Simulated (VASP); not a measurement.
# MgS (I4/mmm) in VASP: further runs, part 2 of 3

VASP 6.6.1. The steps go on from the part before.

### Step 3. Single point, PBEsol (strain -0.080 along x and y, +0.000 along z)

INCAR reads:

```
SYSTEM = MgS
PREC     = Accurate       ! precision mode
ENCUT    = 600            ! plane-wave cutoff, eV
EDIFF    = 1E-6           ! SCF threshold, eV
ISMEAR   = 0              ! smearing method
SIGMA    = 0.05           ! smearing width, eV
LREAL    = .FALSE.        ! projectors in reciprocal space
LASPH    = .TRUE.         ! aspherical terms in the spheres
NELM     = 120            ! most SCF steps
ALGO     = Normal         ! electronic algorithm
ISIF     = 2              ! what is computed and relaxed
LWAVE    = .FALSE.        ! write WAVECAR
LCHARG   = .FALSE.        ! write CHGCAR
GGA      = PS             ! functional
NBANDS   = 11             ! bands
GGA_COMPAT= .FALSE.
```

KPOINTS reads:

```
Automatic mesh
0
G
  8 8 8
  0 0 0
```

POSCAR reads:

```
MgS
1.0
    0.0000000000      2.3935180000      2.6016500000
    2.3935180000      0.0000000000      2.6016500000
    2.3935180000      2.3935180000      0.0000000000
Mg S
1 1
Direct
    0.0000000000      0.0000000000      0.0000000000
    0.5000000000      0.5000000000      0.5000000000
```

Potentials or basis: VASP PAW PBE potentials, release 64 (Mg, S).

Launch:

```console
$ cat potpaw_PBE.64/Mg/POTCAR potpaw_PBE.64/S/POTCAR > POTCAR
$ mpirun -np 1 vasp_std > vasp.out
```

OUTCAR:

```text
SYSTEM = MgS
   PREC = Accurate
   ENCUT = 600
   EDIFF = 1E-6
   ISMEAR = 0
   LREAL = .FALSE.
   LASPH = .TRUE.
   NELM = 120
   ISIF = 2
   GGA = PS

 ion  position               nearest neighbor table
   1  0.000  0.000  0.000-   2 2.39   2 2.39   2 2.39   2 2.39   2 2.60   2 2.60
   2  0.500  0.500  0.500-   1 2.39   1 2.39   1 2.39   1 2.39   1 2.60   1 2.60

  LATTYP: Found a body centered tetragonal cell.
 ALAT       =     3.3849456174
 C/A-ratio  =     1.5371886548

  Lattice vectors:

 A1 = (  -2.3935180000,   0.0000000000,   2.6016500000)
 A2 = (   2.3935180000,   0.0000000000,   2.6016500000)
 A3 = (   0.0000000000,   2.3935180000,  -2.6016500000)

Analysis of symmetry for initial positions (statically):
=====================================================================
 Subroutine PRICEL returns:
 Original cell was already a primitive cell.

 Routine SETGRP: Setting up the symmetry group for a
 body centered tetragonal supercell.

 Subroutine GETGRP returns: Found 16 space group operations
 (whereof 16 operations were pure point group operations)
 out of a pool of 16 trial point group operations.

The static configuration has the point symmetry D_4h.

Analysis of symmetry for dynamics (positions and initial velocities):
=====================================================================
 Subroutine PRICEL returns:
 Original cell was already a primitive cell.

 Routine SETGRP: Setting up the symmetry group for a
 body centered tetragonal supercell.

 Subroutine GETGRP returns: Found 16 space group operations
 (whereof 16 operations were pure point group operations)
 out of a pool of 16 trial point group operations.

The dynamic configuration has the point symmetry D_4h.

 Subroutine INISYM returns: Found 16 space group operations
 (whereof 16 operations are pure point group operations),
 and found     1 'primitive' translations

----------------------------------------------------------------------------------------

                                     Primitive cell

  volume of cell :      29.8093

  direct lattice vectors                    reciprocal lattice vectors
     0.000000000  2.393518000  2.601650000    -0.208897531  0.208897531  0.192185728
     2.393518000  0.000000000  2.601650000     0.208897531 -0.208897531  0.192185728
     2.393518000  2.393518000  0.000000000     0.208897531  0.208897531 -0.192185728

  length of vectors
     3.535181910  3.535181910  3.384945617     0.352436818  0.352436818  0.352436818

  position of ions in fractional coordinates (direct lattice)
     0.000000000  0.000000000  0.000000000
     0.500000000  0.500000000  0.500000000

  ion indices of the primitive-cell ions
   primitive index   ion index
                 1           1
                 2           2

----------------------------------------------------------------------------------------

 KPOINTS: Automatic mesh

Automatic generation of k-mesh.
 Grid dimensions read from file:
 generate k-points for:    8    8    8

 Generating k-lattice:

  Cartesian coordinates                     Fractional coordinates (reciprocal lattice)
    -0.026112191  0.026112191  0.024023216     0.125000000  0.000000000  0.000000000
     0.026112191 -0.026112191  0.024023216     0.000000000  0.125000000  0.000000000
[... 39 lines left out ...]
 [... further k-points ...]
   k-points           NKPTS =     59   k-points in BZ     NKDIM =     59   number of bands    NBANDS=     11
   number of dos      NEDOS =    301   number of ions     NIONS =      2
   total plane-waves  NPLWV =  21952
   dimension x,y,z NGX =    28 NGY =   28 NGZ =   28
   dimension x,y,z NGXF=    56 NGYF=   56 NGZF=   56
   ions per type =               1   1
   NGX,Y,Z   is equivalent  to a cutoff of  13.17, 13.17, 13.75 a.u.
   NGXF,Y,Z  is equivalent  to a cutoff of  26.33, 26.33, 27.50 a.u.
 SYSTEM =  MgS
   PREC   = accura    normal or accurate (medium, high low for compatibility)
   ISTART =      0    job   : 0-new  1-cont  2-samecut
   ICHARG =      2    charge: 1-file 2-atom 10-const
   ISPIN  =      1    spin polarized calculation?
   LNONCOLLINEAR =      F non collinear calculations
   LSORBIT =      F    spin-orbit coupling
   LASPH  =      T    aspherical Exc in radial PAW
   ENCUT  =  600.0 eV  44.10 Ry    6.64 a.u.   7.06  7.06  6.76*2*pi/ulx,y,z
   NELM   =    120;   NELMIN=  2; NELMDL= -5     # of ELM steps
   EDIFF  = 0.1E-05   stopping-criterion for ELM
   LREAL  =      F    real-space projection
   EDIFFG = 0.1E-04   stopping-criterion for IOM
   NSW    =      0    number of steps for IOM
   IBRION =     -1    ionic relax: 0-MD 1-quasi-New 2-CG
   NFREE  =      0    steps in history (QN), initial steepest desc. (CG)
   ISIF   =      2    stress and relaxation
   ISYM   =      2    0-nonsym 1-usesym 2-fastsym
   POTIM  = 0.5000    time-step for ionic-motion
   TEBEG  =    0.0;   TEEND  =   0.0 temperature during run
   PSTRESS=    0.0 pullay stress
   NELECT =       8.0000    total number of electrons
   NUPDOWN=      -1.0000    fix difference up-down
   EMIN   =  10.00;   EMAX   =-10.00  energy-range for DOS
   EFERMI =   0.00;   METHOD = LEGACY
   ISMEAR =     0;   SIGMA  =   0.05  broadening in eV -4-tet -1-fermi 0-gaus
   EFERMI_NEDOS =   21; number of points for ismear=-14 and -15
   IALGO  =     38    algorithm
   IMIX   =      4    mixing-type and parameters
     AMIX     =   0.40;   BMIX     =  1.00
     AMIX_MAG =   1.60;   BMIX_MAG =  1.00
  volume/ion in A,a.u.               =      14.90       100.58
  Fermi-wavevector in a.u.,A,eV,Ry     =   1.055976  1.995505 15.171658  1.115085
  Thomas-Fermi vector in A             =   2.191195
   LORBIT       =      0    0 simple, 1 ext, 2 COOP (PROOUT), +10 PAW based schemes
   GGA     = PS    functional components
   LHFCALC =     F    Hartree Fock is set to
   AEXX    =    0.0000 exact exchange contribution
   IVDW    =     0    specifies the selected vdW correction
   LEPSILON=     F    determine dielectric tensor
   LRPA    =     F    only Hartree local field effects (RPA)
 non-spin polarized calculation
 Gauss-broadening in eV      SIGMA  =   0.05
  energy-cutoff  :      600.00
  volume of cell :       29.81
 maximum number of plane-waves:      1024
   NGX = 15   NGY = 15   NGZ = 13

 number of electron       7.9999999 magnetization

 Free energy of the ion-electron system (eV)
  ---------------------------------------------------
  ext. energy  EPLUGINS =         0.00000000
  ---------------------------------------------------
  free energy    TOTEN  =        -8.75912748 eV

  energy without entropy =       -8.75912748  energy(sigma->0) =       -8.75912748

 E-fermi :   5.7177     XC(G=0): -10.5364

 val. band max:        5.4696698613   @ k =   0.0000   0.0000   0.0000
 cond. band min:       8.2053123638   @ k =   0.5000   0.0000   0.5000
 fundamental gap:      2.7356425026
 Fermi energy:         5.7176915906

 k-point     1 :       0.0000    0.0000    0.0000
  band No.  band energies     occupation
      1      -8.4679      2.00000
      2       5.2018      2.00000
      3       5.2018      2.00000
      4       5.4697      2.00000
      5      10.2806      0.00000
      6      12.3845      0.00000
      7      13.3606      0.00000
      8      13.3606      0.00000
      9      15.1406      0.00000
     10      16.4061      0.00000
     11      18.0230      0.00000
[... 309 lines left out ...]
 k-point    24 :       0.3750    0.0000    0.1250
  band No.  band energies     occupation
      1      -7.0874      2.00000
      2       0.7386      2.00000
      3       4.1530      2.00000
      4       4.1689      2.00000
      5      10.5535      0.00000
      6      12.4933      0.00000
      7      13.3876      0.00000
      8      14.0343      0.00000
      9      17.8317      0.00000
     10      18.8800      0.00000
     11      19.3129      0.00000

 [... further k-points ...]

------------------------ aborting loop because EDIFF is reached ----------------------------------------

  FORCE on cell =-STRESS in cart. coord.  units (eV):
  Direction    XX          YY          ZZ          XY          YZ          ZX
  --------------------------------------------------------------------------------------
  -------------------------------------------------------------------------------------
  Total        4.4873756      4.4873756      1.1440374      0.0000000      0.0000000     -0.0000000
  in kB      241.1852505    241.1852505     61.4891553      0.0000000      0.0000000     -0.0000000
  external PRESSURE =     181.2865521 kB  Pullay stress =       0.0000000 kB

 VOLUME and BASIS-vectors are now :
 -----------------------------------------------------------------------------
  energy-cutoff  :      600.00
  volume of cell :       29.81
      direct lattice vectors                 reciprocal lattice vectors
     0.000000000  2.393518000  2.601650000    -0.208897531  0.208897531  0.192185728
     2.393518000  0.000000000  2.601650000     0.208897531 -0.208897531  0.192185728
     2.393518000  2.393518000  0.000000000     0.208897531  0.208897531 -0.192185728

 POSITION                                       TOTAL-FORCE (eV/Angst)
 -----------------------------------------------------------------------------------
      0.00000      0.00000      0.00000         0.000000      0.000000      0.000000
      2.39352      2.39352      2.60165        -0.000000     -0.000000      0.000000
 -----------------------------------------------------------------------------------
    total drift:                                0.000000      0.000000      0.000000

  FREE ENERGIE OF THE ION-ELECTRON SYSTEM (eV)
  ---------------------------------------------------
  free  energy   TOTEN  =        -8.7591274777 eV

  energy  without entropy=       -8.7591274777  energy(sigma->0) =       -8.75912748
```

Wall time 8.2 s (1 thread of Intel Xeon 6975P-C (Granite Rapids), shared host); peak memory 0.17 GiB.

What came out:

```
Free energy            : -8.7591 eV
Pressure               : 18.1 GPa
Band gap on the k mesh : 2.74 eV, indirect (least direct gap 4.78 eV)
```

Stress tensor (GPa, compression positive):
```
24.12  0.00  0.00
 0.00 24.12  0.00
 0.00  0.00  6.15
```

Caveat: the cell differs from its parent crystal (strain -0.080 along x and y, +0.000 along z); the PAW data sets were made with another functional, which shifts forces and pressure a little.

### Step 4. Single point, PBEsol (strain -0.040 along x and y, -0.080 along z)

INCAR reads:

```
SYSTEM = MgS
  PREC = Accurate
  ENCUT = 600
  EDIFF = 1E-6
  ISMEAR = 0
  SIGMA = 0.05
  LREAL = .FALSE.
  LASPH = .TRUE.
  NELM = 120
  ALGO = Normal
  ISIF = 2
  LWAVE = .FALSE.
  LCHARG = .FALSE.
  GGA = PS
  NBANDS = 11
  GGA_COMPAT = .FALSE.
```

KPOINTS reads:

```
regular mesh
0
G
  8 8 8
  0 0 0
```

POSCAR reads:

```
MgS
1.0
    0.0000000000      2.4975840000      2.3935180000
    2.4975840000      0.0000000000      2.3935180000
    2.4975840000      2.4975840000      0.0000000000
Mg S
1 1
Direct
    0.0000000000      0.0000000000      0.0000000000
    0.5000000000      0.5000000000      0.5000000000
```

Launch:

```console
$ cat potpaw_PBE.64/Mg/POTCAR potpaw_PBE.64/S/POTCAR > POTCAR
$ mpirun -np 1 vasp_std > vasp.out
```

It took 8.9 s on 1 thread of Intel Xeon 6975P-C (Granite Rapids), shared host; peak memory 0.17 GiB.

It converged, with:

| Quantity | Value |
| --- | --- |
| Free energy | -8.8326 eV |
| Pressure | 16.7 GPa |
| Band gap on the k mesh | 2.80 eV, indirect (least direct gap 4.95 eV) |

Stress tensor (GPa, compression positive):
```
13.19  0.00  0.00
 0.00 13.19  0.00
 0.00  0.00 23.59
```

Levels at points of the mesh, in eV from the valence-band top:
```csv
k point,band 1,band 2,band 3,band 4,band 5,band 6,band 7,band 8
"(0.00, 0.00, 0.00)",-13.81,-0.19,0.00,0.00,4.95,7.47,7.47,7.96
"(0.50, 0.00, 0.00)",-12.01,-5.92,-0.97,-0.81,4.52,6.65,7.26,11.71
"(0.50, 0.50, 0.00)",-11.35,-5.20,-2.34,-2.34,2.80,3.48,13.30,13.76
"(0.50, 0.00, 0.50)",-11.56,-5.30,-2.28,-1.90,3.08,3.66,13.13,13.36
```

Caveat: the cell differs from its parent crystal (strain -0.040 along x and y, -0.080 along z); the PAW data sets were made with another functional, which shifts forces and pressure a little. A k mesh can miss the band edges.

### Step 5. Single point, PBEsol (strain -0.080 along x and y, +0.040 along z)

INCAR reads:

```
PREC     = Accurate       # precision mode
ENCUT    = 600            # plane-wave cutoff, eV
EDIFF    = 1E-6           # SCF threshold, eV
ISMEAR   = 0              # smearing method
SIGMA    = 0.05           # smearing width, eV
LREAL    = F              # projectors in reciprocal space
LASPH    = T              # aspherical terms in the spheres
NELM     = 120            # most SCF steps
ALGO     = Normal         # electronic algorithm
ISIF     = 2              # what is computed and relaxed
LWAVE    = F              # write WAVECAR
LCHARG   = F              # write CHGCAR
GGA      = PS             # functional
NBANDS   = 11             # bands
GGA_COMPAT= F
```

KPOINTS reads:

```
Automatic mesh
0
Gamma
  8 8 8
```

POSCAR reads:

```
MgS
1.0
    0.0000000000      2.3935180000      2.7057160000
    2.3935180000      0.0000000000      2.7057160000
    2.3935180000      2.3935180000      0.0000000000
Mg S
1 1
Direct
    0.0000000000      0.0000000000      0.0000000000
    0.5000000000      0.5000000000      0.5000000000
```

Launch:

```console
$ cat potpaw_PBE.64/Mg/POTCAR potpaw_PBE.64/S/POTCAR > POTCAR
$ mpirun -np 1 vasp_std > vasp.out
```

It took 11 s on 1 thread of Intel Xeon 6975P-C (Granite Rapids), shared host; peak memory 0.17 GiB.

Results (log left out):

```
Free energy            : -8.7807 eV
Pressure               : 14.5 GPa
Band gap on the k mesh : 2.63 eV, indirect (least direct gap 4.38 eV)
```

Stress tensor (GPa, compression positive):
```
21.72  0.00  0.00
 0.00 21.72  0.00
 0.00  0.00  0.09
```

Levels at points of the mesh, in eV from the valence-band top:
| k point | band 1 | band 2 | band 3 | band 4 | band 5 | band 6 | band 7 | band 8 |
| --- | --- | --- | --- | --- | --- | --- | --- | --- |
| (0.00, 0.00, 0.00) | -13.70 | -0.33 | -0.33 | 0.00 | 4.38 | 6.71 | 8.11 | 8.11 |
| (0.50, 0.00, 0.00) | -12.01 | -5.83 | -1.25 | -0.72 | 4.09 | 6.53 | 7.55 | 11.29 |
| (0.50, 0.50, 0.00) | -11.97 | -5.28 | -1.76 | -1.76 | 3.52 | 3.93 | 12.12 | 12.88 |
| (0.50, 0.00, 0.50) | -11.33 | -5.10 | -2.96 | -1.84 | 2.63 | 3.55 | 12.41 | 12.81 |

Caveat: the cell differs from its parent crystal (strain -0.080 along x and y, +0.040 along z); the PAW data sets were made with another functional, which shifts forces and pressure a little. A k mesh can miss the band edges.

[end of part 2 of 3]
